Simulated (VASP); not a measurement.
# Zr (P6_3/mmc) in VASP: a series of runs

Zr is run at these levels: r2SCAN, PBE, PBEsol+D4; tasks: single point.

Program: VASP 6.6.1. These are calculated values, not measurements. Logs are shortened: lines on timing, memory, paths and dates and some standing lists are left out, and cuts for length are marked.

**1. The cell of the first run**

Symmetry: P6_3/mmc, No. 194, hexagonal system. The conventional cell has a = 3.275 Å, b = 3.275 Å, c = 5.215 Å, α = 90.00°, β = 90.00°, γ = 120.00°. Zr (site symmetry -6m2) has 12 Zr at 3.22 to 3.27 Å within 4.2 Å.

**2. Single point, r2SCAN**

The input, POSCAR:

```
Zr
1.0
    3.2745311931      0.0000000000      0.0000000000
   -1.6372655966      2.8358271987      0.0000000000
    0.0000000000      0.0000000000      5.2147314515
Zr
2
Direct
    0.6666666667      0.3333333333      0.7500000000
    0.3333333333      0.6666666667      0.2500000000
```

The input, INCAR.step1:

```
PREC = Accurate
ENCUT = 520
ISMEAR = -1
SIGMA = 0.05
LREAL = False
LASPH = True
NELM = 60
NBANDS = 19
GGA = PE
ALGO = Normal
EDIFF = 1E-4
LWAVE = True
LCHARG = False
```

The input, INCAR.step2:

```
PREC = Accurate
ENCUT = 520
EDIFF = 1E-6
ISMEAR = -1
SIGMA = 0.05
LREAL = False
LASPH = True
NELM = 60
ALGO = Normal
ISIF = 2
LWAVE = False
LCHARG = False
METAGGA = R2SCAN
LMIXTAU = True
NBANDS = 19
ISTART = 1
```

The input, KPOINTS:

```
Automatic mesh
0
Gamma
  9 9 5
```

Potentials or basis: VASP PAW PBE potentials, release 64 (Zr_sv).

Command:

```console
cat potpaw_PBE.64/Zr_sv/POTCAR > POTCAR
cp INCAR.step1 INCAR
mpirun -np 1 vasp_std > vasp.out
cp INCAR.step2 INCAR
mpirun -np 1 vasp_std > vasp.out
```

OUTCAR:

```text
PREC = Accurate
   ENCUT = 520
   EDIFF = 1E-6
   ISMEAR = -1
   LREAL = False
   LASPH = True
   NELM = 60
   ISIF = 2
   METAGGA = R2SCAN
   ISTART = 1

 ion  position               nearest neighbor table
   1  0.667  0.333  0.750-   2 3.22   2 3.22   2 3.22   2 3.22   2 3.22   2 3.22
   2  0.333  0.667  0.250-   1 3.22   1 3.22   1 3.22   1 3.22   1 3.22   1 3.22

  LATTYP: Found a hexagonal cell.
 ALAT       =     3.2745311931
 C/A-ratio  =     1.5925123763

  Lattice vectors:

 A1 = (   3.2745311931,   0.0000000000,   0.0000000000)
 A2 = (  -1.6372655966,   2.8358271987,   0.0000000000)
 A3 = (   0.0000000000,   0.0000000000,   5.2147314515)

Analysis of symmetry for initial positions (statically):
=====================================================================
 Subroutine PRICEL returns:
 Original cell was already a primitive cell.

 Routine SETGRP: Setting up the symmetry group for a
 hexagonal supercell.

 Subroutine GETGRP returns: Found 24 space group operations
 (whereof 12 operations were pure point group operations)
 out of a pool of 24 trial point group operations.

The static configuration has the point symmetry D_3d.
 The point group associated with its full space group is D_6h.

Analysis of symmetry for dynamics (positions and initial velocities):
=====================================================================
 Subroutine PRICEL returns:
 Original cell was already a primitive cell.

 Routine SETGRP: Setting up the symmetry group for a
 hexagonal supercell.

 Subroutine GETGRP returns: Found 24 space group operations
 (whereof 12 operations were pure point group operations)
 out of a pool of 24 trial point group operations.

The dynamic configuration has the point symmetry D_3d.
 The point group associated with its full space group is D_6h.

 Subroutine INISYM returns: Found 24 space group operations
 (whereof 12 operations are pure point group operations),
 and found     1 'primitive' translations

----------------------------------------------------------------------------------------

                                     Primitive cell

[... 74 lines left out ...]
   total plane-waves  NPLWV =  23040
   dimension x,y,z NGX =    24 NGY =   24 NGZ =   40
   dimension x,y,z NGXF=    48 NGYF=   48 NGZF=   80
   ions per type =               2
   NGX,Y,Z   is equivalent  to a cutoff of  12.18, 12.18, 12.75 a.u.
   NGXF,Y,Z  is equivalent  to a cutoff of  24.37, 24.37, 25.50 a.u.
 SYSTEM =  unknown system
   PREC   = accura    normal or accurate (medium, high low for compatibility)
   ISTART =      1    job   : 0-new  1-cont  2-samecut
   ICHARG =      0    charge: 1-file 2-atom 10-const
   ISPIN  =      1    spin polarized calculation?
   LNONCOLLINEAR =      F non collinear calculations
   LSORBIT =      F    spin-orbit coupling
   LASPH  =      T    aspherical Exc in radial PAW
   ENCUT  =  520.0 eV  38.22 Ry    6.18 a.u.   6.09  6.09  9.70*2*pi/ulx,y,z
   NELM   =     60;   NELMIN=  2; NELMDL=  0     # of ELM steps
   EDIFF  = 0.1E-05   stopping-criterion for ELM
   LREAL  =      F    real-space projection
   EDIFFG = 0.1E-04   stopping-criterion for IOM
   NSW    =      0    number of steps for IOM
   IBRION =     -1    ionic relax: 0-MD 1-quasi-New 2-CG
   NFREE  =      0    steps in history (QN), initial steepest desc. (CG)
   ISIF   =      2    stress and relaxation
   ISYM   =      2    0-nonsym 1-usesym 2-fastsym
   POTIM  = 0.5000    time-step for ionic-motion
   TEBEG  =    0.0;   TEEND  =   0.0 temperature during run
   PSTRESS=    0.0 pullay stress
   NELECT =      24.0000    total number of electrons
   NUPDOWN=      -1.0000    fix difference up-down
   EMIN   =  10.00;   EMAX   =-10.00  energy-range for DOS
   EFERMI =   0.00;   METHOD = LEGACY
   ISMEAR =    -1;   SIGMA  =   0.05  broadening in eV -4-tet -1-fermi 0-gaus
   EFERMI_NEDOS =   21; number of points for ismear=-14 and -15
   IALGO  =     38    algorithm
   IMIX   =      4    mixing-type and parameters
     AMIX     =   0.40;   BMIX     =  1.00
     AMIX_MAG =   1.60;   BMIX_MAG =  1.00
  volume/ion in A,a.u.               =      24.21       163.39
  Fermi-wavevector in a.u.,A,eV,Ry     =   1.295562  2.448258 22.837129  1.678482
  Thomas-Fermi vector in A             =   2.427074
   LORBIT       =      0    0 simple, 1 ext, 2 COOP (PROOUT), +10 PAW based schemes
   METAGGA = R2SCAN    functional components
   LHFCALC =     F    Hartree Fock is set to
   AEXX    =    0.0000 exact exchange contribution
   IVDW    =     0    specifies the selected vdW correction
   LEPSILON=     F    determine dielectric tensor
   LRPA    =     F    only Hartree local field effects (RPA)
 non-spin polarized calculation
  energy-cutoff  :      520.00
  volume of cell :       48.42
 maximum number of plane-waves:      1329
   NGX = 13   NGY = 13   NGZ = 19

 number of electron      24.0000001 magnetization

 Free energy of the ion-electron system (eV)
  ---------------------------------------------------
  ext. energy  EPLUGINS =         0.00000000
  ---------------------------------------------------
  free energy    TOTEN  =       -45.50134126 eV

  energy without entropy =      -45.48995578  energy(sigma->0) =      -45.49564852

 E-fermi :   8.6354     XC(G=0): -11.7554

 val. band max:        8.5497936596   @ k =   0.0000   0.0000   0.4000
 cond. band min:       8.7058193916   @ k =   0.1111  -0.0000   0.4000
 fundamental gap:      0.1560257320
 Fermi energy:         8.6354404028

 k-point     1 :       0.0000    0.0000    0.0000
  band No.  band energies     occupation
      1     -42.0289      2.00000
      2     -41.8871      2.00000
      3     -19.8200      2.00000
      4     -19.0025      2.00000
      5     -19.0025      2.00000
      6     -18.8858      2.00000
[... 505 lines left out ...]
      6     -19.2519      2.00000
[... 11 lines left out ...]
     18      13.0477      0.00000
     19      15.4480      0.00000

 [... further k-points ...]
[... 5 lines left out ...]
  --------------------------------------------------------------------------------------
  -------------------------------------------------------------------------------------
  Total       -0.8273487     -0.8273487     -0.8917454      0.0000000     -0.0000000     -0.0000000
  in kB      -27.3740027    -27.3740027    -29.5046607      0.0000000     -0.0000000     -0.0000000
  external PRESSURE =     -28.0842220 kB  Pullay stress =       0.0000000 kB

 VOLUME and BASIS-vectors are now :
 -----------------------------------------------------------------------------
  energy-cutoff  :      520.00
  volume of cell :       48.42
      direct lattice vectors                 reciprocal lattice vectors
     3.274531193  0.000000000  0.000000000     0.305387227  0.176315398  0.000000000
    -1.637265597  2.835827199  0.000000000     0.000000000  0.352630795  0.000000000
     0.000000000  0.000000000  5.214731451     0.000000000  0.000000000  0.191764429

 POSITION                                       TOTAL-FORCE (eV/Angst)
 -----------------------------------------------------------------------------------
      1.63727      0.94528      3.91105        -0.000000      0.000000      0.000000
     -0.00000      1.89055      1.30368         0.000000     -0.000000      0.000000
 -----------------------------------------------------------------------------------
    total drift:                               -0.000000      0.000000     -0.000000

  FREE ENERGIE OF THE ION-ELECTRON SYSTEM (eV)
  ---------------------------------------------------
  free  energy   TOTEN  =       -45.5013412616 eV

  energy  without entropy=      -45.4899557754  energy(sigma->0) =      -45.49564852
```

OUTCAR.step1:

```text
PREC = Accurate
   ENCUT = 520
   ISMEAR = -1
   LREAL = False
   LASPH = True
[... 751 lines left out ...]
      1.63727      0.94528      3.91105        -0.000000      0.000000      0.000000
     -0.00000      1.89055      1.30368         0.000000     -0.000000      0.000000
 -----------------------------------------------------------------------------------
    total drift:                               -0.000000      0.000000     -0.000000

  FREE ENERGIE OF THE ION-ELECTRON SYSTEM (eV)
  ---------------------------------------------------
  free  energy   TOTEN  =       -17.0388756409 eV

  energy  without entropy=      -17.0235788703  energy(sigma->0) =      -17.03122726
```

It took 32 s on 1 thread of Intel Xeon 6975P-C (Granite Rapids), shared host; peak memory 0.17 GiB.

What came out:

```yaml
Free_energy: -45.5013 eV
Pressure: -2.8 GPa
Band_gap_on_the_k_mesh: zero (band 12 reaches 9.58 eV, above the bottom of band 13 at 8.28 eV)
```

Stress tensor (GPa, compression positive):
```
-2.74  0.00  0.00
 0.00 -2.74  0.00
 0.00  0.00 -2.95
```

Levels at points of the mesh, in eV from the Fermi level:
```csv
k point,band 10,band 11,band 12,band 13,band 14,band 15
"(0.00, 0.00, 0.00)",-3.12,0.85,0.95,0.95,1.09,1.65
```

Caveat: the PAW data sets were made with another functional, which shifts forces and pressure a little.

(Continued in part 2 of 2.)
